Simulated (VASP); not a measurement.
# Ru (P6_3/mmc) in VASP: further runs

Runs on Ru. Level: r2SCAN. Tasks: single point.

All numbers are computed with VASP 6.6.1; they aren't measurements. Logs are shortened: lines on timing, memory, paths and dates and some standing lists are left out, and cuts for length are marked.

## (1) The cell of the first run

Symmetry: P6_3/mmc, No. 194, hexagonal system. The conventional cell has a = 2.680 Å, b = 2.680 Å, c = 4.236 Å, α = 90.00°, β = 90.00°, γ = 120.00°. Ru (site symmetry -6m2) has 12 Ru at 2.62 to 2.68 Å within 3.5 Å.

## (2) Single point, r2SCAN (13.17 Å³/atom)

POSCAR

```
Ru
1.0
    2.6797838834      0.0000000000      0.0000000000
   -1.3398919417      2.3207609197      0.0000000000
    0.0000000000      0.0000000000      4.2364966586
Ru
2
Direct
    0.3333333333      0.6666666667      0.7500000000
    0.6666666667      0.3333333333      0.2500000000
```

INCAR.step1

```
ALGO = Normal ; EDIFF = 1E-4
ENCUT = 520 ; GGA = PE
ISMEAR = 0 ; LASPH = True
LCHARG = False ; LREAL = False
LWAVE = True ; NBANDS = 21
NELM = 80 ; PREC = Accurate
SIGMA = 0.05
```

INCAR.step2

```
ALGO = Normal ; EDIFF = 1E-6
ENCUT = 520 ; ISIF = 2
ISMEAR = 0 ; ISTART = 1
LASPH = True ; LCHARG = False
LMIXTAU = True ; LREAL = False
LWAVE = False ; METAGGA = R2SCAN
NBANDS = 21 ; NELM = 80
PREC = Accurate ; SIGMA = 0.05
```

KPOINTS

```
k-points
0
Gamma
  18 18 10
```

Potentials or basis: VASP PAW PBE potentials, release 64 (Ru_pv).

On the command line:

```sh
cat potpaw_PBE.64/Ru_pv/POTCAR > POTCAR
cp INCAR.step1 INCAR
mpirun -np 1 vasp_std > vasp.out
cp INCAR.step2 INCAR
mpirun -np 1 vasp_std > vasp.out
```

OUTCAR:

```text
EDIFF = 1E-6
   ENCUT = 520
   ISIF = 2
   ISMEAR = 0
   ISTART = 1
   LASPH = True
   LREAL = False
   METAGGA = R2SCAN
   NELM = 80
   PREC = Accurate

 ion  position               nearest neighbor table
   1  0.333  0.667  0.750-   2 2.62   2 2.62   2 2.62   2 2.62   2 2.62   2 2.62
   2  0.667  0.333  0.250-   1 2.62   1 2.62   1 2.62   1 2.62   1 2.62   1 2.62

  LATTYP: Found a hexagonal cell.
 ALAT       =     2.6797838834
 C/A-ratio  =     1.5809098207

  Lattice vectors:

 A1 = (   2.6797838834,   0.0000000000,   0.0000000000)
 A2 = (  -1.3398919417,   2.3207609197,   0.0000000000)
 A3 = (   0.0000000000,   0.0000000000,   4.2364966586)

Analysis of symmetry for initial positions (statically):
=====================================================================
 Subroutine PRICEL returns:
 Original cell was already a primitive cell.

 Routine SETGRP: Setting up the symmetry group for a
 hexagonal supercell.

 Subroutine GETGRP returns: Found 24 space group operations
 (whereof 12 operations were pure point group operations)
 out of a pool of 24 trial point group operations.

The static configuration has the point symmetry D_3d.
 The point group associated with its full space group is D_6h.

Analysis of symmetry for dynamics (positions and initial velocities):
=====================================================================
 Subroutine PRICEL returns:
 Original cell was already a primitive cell.

 Routine SETGRP: Setting up the symmetry group for a
 hexagonal supercell.

 Subroutine GETGRP returns: Found 24 space group operations
 (whereof 12 operations were pure point group operations)
 out of a pool of 24 trial point group operations.

The dynamic configuration has the point symmetry D_3d.
 The point group associated with its full space group is D_6h.

 Subroutine INISYM returns: Found 24 space group operations
 (whereof 12 operations are pure point group operations),
 and found     1 'primitive' translations

----------------------------------------------------------------------------------------

                                     Primitive cell

  volume of cell :      26.3474

  direct lattice vectors                    reciprocal lattice vectors
     2.679783883  0.000000000  0.000000000     0.373164421  0.215446579  0.000000000
    -1.339891942  2.320760920  0.000000000     0.000000000  0.430893157  0.000000000
[... 75 lines left out ...]
 SYSTEM =  unknown system
   PREC   = accura    normal or accurate (medium, high low for compatibility)
   ISTART =      1    job   : 0-new  1-cont  2-samecut
   ICHARG =      0    charge: 1-file 2-atom 10-const
   ISPIN  =      1    spin polarized calculation?
   LNONCOLLINEAR =      F non collinear calculations
   LSORBIT =      F    spin-orbit coupling
   LASPH  =      T    aspherical Exc in radial PAW
   ENCUT  =  520.0 eV  38.22 Ry    6.18 a.u.   4.98  4.98  7.88*2*pi/ulx,y,z
   NELM   =     80;   NELMIN=  2; NELMDL=  0     # of ELM steps
   EDIFF  = 0.1E-05   stopping-criterion for ELM
   LREAL  =      F    real-space projection
   EDIFFG = 0.1E-04   stopping-criterion for IOM
   NSW    =      0    number of steps for IOM
   IBRION =     -1    ionic relax: 0-MD 1-quasi-New 2-CG
   NFREE  =      0    steps in history (QN), initial steepest desc. (CG)
   ISIF   =      2    stress and relaxation
   ISYM   =      2    0-nonsym 1-usesym 2-fastsym
   POTIM  = 0.5000    time-step for ionic-motion
   TEBEG  =    0.0;   TEEND  =   0.0 temperature during run
   PSTRESS=    0.0 pullay stress
   NELECT =      28.0000    total number of electrons
   NUPDOWN=      -1.0000    fix difference up-down
   EMIN   =  10.00;   EMAX   =-10.00  energy-range for DOS
   EFERMI =   0.00;   METHOD = LEGACY
   ISMEAR =     0;   SIGMA  =   0.05  broadening in eV -4-tet -1-fermi 0-gaus
   EFERMI_NEDOS =   21; number of points for ismear=-14 and -15
   IALGO  =     38    algorithm
   IMIX   =      4    mixing-type and parameters
     AMIX     =   0.40;   BMIX     =  1.00
     AMIX_MAG =   1.60;   BMIX_MAG =  1.00
  volume/ion in A,a.u.               =      13.17        88.90
  Fermi-wavevector in a.u.,A,eV,Ry     =   1.670636  3.157044 37.974194  2.791025
  Thomas-Fermi vector in A             =   2.756099
   LORBIT       =      0    0 simple, 1 ext, 2 COOP (PROOUT), +10 PAW based schemes
   METAGGA = R2SCAN    functional components
   LHFCALC =     F    Hartree Fock is set to
   AEXX    =    0.0000 exact exchange contribution
   IVDW    =     0    specifies the selected vdW correction
   LEPSILON=     F    determine dielectric tensor
   LRPA    =     F    only Hartree local field effects (RPA)
 non-spin polarized calculation
 Gauss-broadening in eV      SIGMA  =   0.05
  energy-cutoff  :      520.00
  volume of cell :       26.35
 maximum number of plane-waves:       732
 NGX is ok and might be reduce to    20
   NGX =  9   NGY =  9   NGZ = 15

 number of electron      27.9999993 magnetization

 Free energy of the ion-electron system (eV)
  ---------------------------------------------------
  ext. energy  EPLUGINS =         0.00000000
  ---------------------------------------------------
  free energy    TOTEN  =       -50.83242698 eV

  energy without entropy =      -50.83007213  energy(sigma->0) =      -50.83124956

 E-fermi :  13.2761     XC(G=0): -15.6223

 val. band max:       13.2693055722   @ k =   0.1667  -0.0000   0.4000
 cond. band min:      13.2810472471   @ k =   0.1667   0.1111   0.3000
 fundamental gap:      0.0117416748
 Fermi energy:        13.2760556316

 k-point     1 :       0.0000    0.0000    0.0000
  band No.  band energies     occupation
      1     -31.9241      2.00000
      2     -30.8141      2.00000
      3     -30.8141      2.00000
      4     -30.6125      2.00000
      5     -30.6125      2.00000
      6     -30.5613      2.00000
[... 565 lines left out ...]
     20      21.7109      0.00000
     21      25.3264      0.00000

 [... further k-points ...]
[... 5 lines left out ...]
  --------------------------------------------------------------------------------------
  -------------------------------------------------------------------------------------
  Total        1.6622800      1.6622800      1.6928102     -0.0000000      0.0000000     -0.0000000
  in kB      101.0829041    101.0829041    102.9394429     -0.0000000      0.0000000     -0.0000000
  external PRESSURE =     101.7017503 kB  Pullay stress =       0.0000000 kB

 VOLUME and BASIS-vectors are now :
 -----------------------------------------------------------------------------
  energy-cutoff  :      520.00
  volume of cell :       26.35
      direct lattice vectors                 reciprocal lattice vectors
     2.679783883  0.000000000  0.000000000     0.373164421  0.215446579  0.000000000
    -1.339891942  2.320760920  0.000000000     0.000000000  0.430893157  0.000000000
     0.000000000  0.000000000  4.236496659     0.000000000  0.000000000  0.236044090

 POSITION                                       TOTAL-FORCE (eV/Angst)
 -----------------------------------------------------------------------------------
     -0.00000      1.54717      3.17737        -0.000000     -0.000000      0.000000
      1.33989      0.77359      1.05912         0.000000      0.000000      0.000000
 -----------------------------------------------------------------------------------
    total drift:                                0.000000     -0.000000      0.000000

  FREE ENERGIE OF THE ION-ELECTRON SYSTEM (eV)
  ---------------------------------------------------
  free  energy   TOTEN  =       -50.8324269827 eV

  energy  without entropy=      -50.8300721337  energy(sigma->0) =      -50.83124956
```

OSZICAR.step1:

```text
N       E                     dE             d eps       ncg     rms          rms(c)
DAV:   1     0.289167328818E+03    0.28917E+03   -0.17507E+04  9332   0.149E+03
DAV:   2    -0.136870659998E+02   -0.30285E+03   -0.29353E+03  9599   0.447E+02
DAV:   3    -0.196774579031E+02   -0.59904E+01   -0.59509E+01 10919   0.704E+01
DAV:   4    -0.197217364105E+02   -0.44279E-01   -0.44226E-01 11619   0.582E+00
DAV:   5    -0.197222808622E+02   -0.54445E-03   -0.53991E-03 10611   0.582E-01    0.191E+01
DAV:   6    -0.185040852373E+02    0.12182E+01   -0.26651E+00 10709   0.161E+01    0.553E+00
DAV:   7    -0.184223966628E+02    0.81689E-01   -0.45827E-01 10734   0.511E+00    0.113E+00
DAV:   8    -0.184143790492E+02    0.80176E-02   -0.17402E-02 10149   0.120E+00    0.312E-01
DAV:   9    -0.184142058883E+02    0.17316E-03   -0.45157E-04 10082   0.226E-01    0.354E-02
DAV:  10    -0.184142139360E+02   -0.80477E-05   -0.44131E-05  5882   0.700E-02
   1 F= -.18414214E+02 E0= -.18413003E+02  d E =-.242234E-02
```

Wall time 5.7 min (1 thread of Intel Xeon Platinum 8259CL at 2.50GHz (Skylake/Cascade Lake), shared host); peak memory 0.21 GiB.

Results:

- Free energy: -50.8324 eV
- Pressure: 10.2 GPa
- Band gap on the k mesh: zero (bands 14 and 15 overlap by 3.41 eV)

Stress tensor (GPa, compression positive):
```
10.11  0.00  0.00
 0.00 10.11  0.00
 0.00  0.00 10.29
```

Levels at points of the mesh, in eV from the Fermi level:
```
           k point  band 10  band 11  band 12  band 13  band 14  band 15  band 16  band 17  band 18  band 19
(0.00, 0.00, 0.00)    -2.82    -2.61    -2.07    -2.07    -1.52    -1.52     1.30     1.30     1.42     8.43
(0.50, 0.00, 0.00)    -3.29    -2.24    -1.91    -1.62     1.57     2.02     2.11     4.42     6.66     8.43
(0.00, 0.00, 0.50)    -3.00    -3.00    -3.00    -2.91    -2.91     0.61     0.61     0.61     0.61     8.43
(0.50, 0.00, 0.50)    -4.94    -1.15    -1.15     0.50     0.50     1.85     1.85     3.68     3.68     8.43
```

Caveat: the cell stands under pressure; the PAW data sets were made with another functional, which shifts forces and pressure a little.

(Part 1 of 3 ends here.)
